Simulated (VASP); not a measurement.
Li2Ge4N:

```
Li Ge N
1.0
     3.90000    0.00000    0.00000
     0.00000    3.90000    0.00000
     0.00000    0.00000    6.90000
Li Ge N
2 4 1
Direct
  0.00000 0.50000 0.00000
  0.50000 0.00000 0.00000
  0.00000 0.00000 0.29000
  0.00000 0.00000 0.71000
  0.50000 0.50000 0.69000
  0.50000 0.50000 0.31000
  0.00000 0.00000 0.00000
```

| Property | Result |
| --- | --- |
| Program | VASP 6.6.1 |
| Task | relaxation of cell and atoms |
| Functional | PBE |
| Potentials or basis | VASP PAW PBE potentials, release 64 (Li_sv, Ge_d, N) |
| Cutoff | 600 eV |
| k mesh | 4 × 4 × 3 |
| Occupations | gaussian, width 0.2 eV |
| Spin | no spin polarisation |

At the start: pressure 2.9 GPa; volume 14.99 Å³/atom.

Question: Where does the relaxation end?

Answer: Over 6 steps the energy falls by 58.4 meV/atom and the volume is 16.34 Å³/atom (+9.0 %); space group P4/mmm (No. 123, to 0.1 Å) before and after.

Step by step:
```tsv
step	energy change (eV)	largest force (eV/Å)	pressure (GPa)	volume (Å³)
1	0.0000	1.2878	2.92	104.95
2	-0.2730	0.6068	1.39	109.14
3	-0.3241	0.1663	0.83	111.90
4	-0.3798	0.2438	-0.67	114.47
5	-0.3879	0.2762	-1.54	116.27
6	-0.4087	0.0677	-0.33	114.36
```

Final structure:
```yaml
crystal:
  lattice:
    - [3.96169, 0.00000, 0.00000]
    - [0.00000, 3.96169, 0.00000]
    - [0.00000, 0.00000, 7.28630]
  atoms:
    - { symbol: Li, position: [0.00000, 0.50000, 0.00000] }
    - { symbol: Li, position: [0.50000, 0.00000, 0.00000] }
    - { symbol: Ge, position: [0.00000, 0.00000, 0.26768] }
    - { symbol: Ge, position: [0.00000, 0.00000, 0.73232] }
    - { symbol: Ge, position: [0.50000, 0.50000, 0.67121] }
    - { symbol: Ge, position: [0.50000, 0.50000, 0.32879] }
    - { symbol: N, position: [0.00000, 0.00000, 0.00000] }
```

Caveat: the k points lie up to 0.40 Å⁻¹ apart in the final cell, too coarse for converged energies and pressures of a metal; the cutoff is under 1.25 times the usual one of these potentials, so pressure, stress and relaxed cells hold a basis-set (Pulay) error; the relaxation stopped at a loose force limit of 0.08 eV/Å, so its end isn't a converged minimum.
